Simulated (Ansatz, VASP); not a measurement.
## MnPt2: VASP beside Ansatz

INCAR

```
SYSTEM = MnPt2
PREC = Accurate
ENCUT = 520
EDIFF = 1E-6
ISMEAR = -1
SIGMA = 0.05
LREAL = .FALSE.
LASPH = .TRUE.
NELM = 150
ALGO = Fast
ISIF = 2
LWAVE = .FALSE.
LCHARG = .FALSE.
ISPIN = 2
MAGMOM = 0 0 4
LORBIT = 11
LMAXMIX = 4
GGA = CA
NBANDS = 28
```

KPOINTS

```
Automatic mesh
0
G
  11 11 4
  0 0 0
```

File POSCAR:

```
MnPt2
1.0
    2.8197726289      0.0000000000      0.0000000000
   -1.4098863145      2.4419947296      0.0000000000
    0.0000000000      0.0000000000      6.4442160962
Pt Mn
2 1
Direct
    0.6666666667      0.3333333333      0.3162060000
    0.3333333333      0.6666666667      0.6837940000
    0.0000000000      0.0000000000      0.0000000000
```

File input.yaml:

```yaml
crystal:
  lattice:
    - [2.8197726289, 0.0, 0.0]
    - [-1.4098863145, 2.4419947296, 0.0]
    - [0.0, 0.0, 6.4442160962]
  atoms:
    - { symbol: Pt, position: [0.6666666667, 0.3333333333, 0.316206] }
    - { symbol: Pt, position: [0.3333333333, 0.6666666667, 0.683794] }
    - { symbol: Mn, position: [0.0, 0.0, 0.0], spin: 4.0 }
hamiltonian:
  xc: lda
  pseudopotentials: { kind: paw }
magnetization:
  spin_polarized: true
kpoints:
  mp_grid: { grid: [11, 11, 4] }
scf:
  occupations: { method: fermi_dirac, width: 0.05 }
output:
  forces: true
  stress: true
  eigenvalues: true
  write_density: true
  write_potential: true
  elf: true
  volumetric_format: npy
```

Alike in both runs: task single point; functional LDA; k mesh 11 × 11 × 4; occupations fermi-dirac, width 0.05 eV; collinear spin.

|  | VASP | Ansatz |
| --- | --- | --- |
| version | VASP 6.6.1 | Ansatz 0.2.0 |
| potentials or method | VASP PAW LDA potentials, release 64 (Pt, Mn_pv) | Ansatz PAW |
| plane-wave cutoff (eV) | 520 | 420 |
| valence electrons in the cell | 33 | 51 |

```tsv
	VASP	Ansatz	Ansatz less VASP
gap on the k mesh at the Fermi level (eV)	none	none	-
pressure (GPa)	-10.1	-9.6	+0.51
traceless stress, the component that is largest in VASP (GPa)	3.38	3.11	-0.267
rms of the force components (eV/Å)	0.015	0.007	-0.0082
net moment per atom (μB)	1.30	1.34	+0.046
size of the moment on the site where the two differ most (μB)	3.29	3.37	+0.083
```

LDA's correlation is that of Perdew and Zunger in VASP and of Perdew and Wang (1992) in Ansatz. Site moments also hang on the region over which each program counts them. Atom by atom the forces differ by 0.008 eV/Å (rms over components). A gap of «none» marks a metal or a gap that the smearing closes. VASP's potentials hold 33 valence electrons a cell and Ansatz's 51, so a difference there can come from the potentials and not from the codes.

Neither program's run includes spin-orbit coupling.
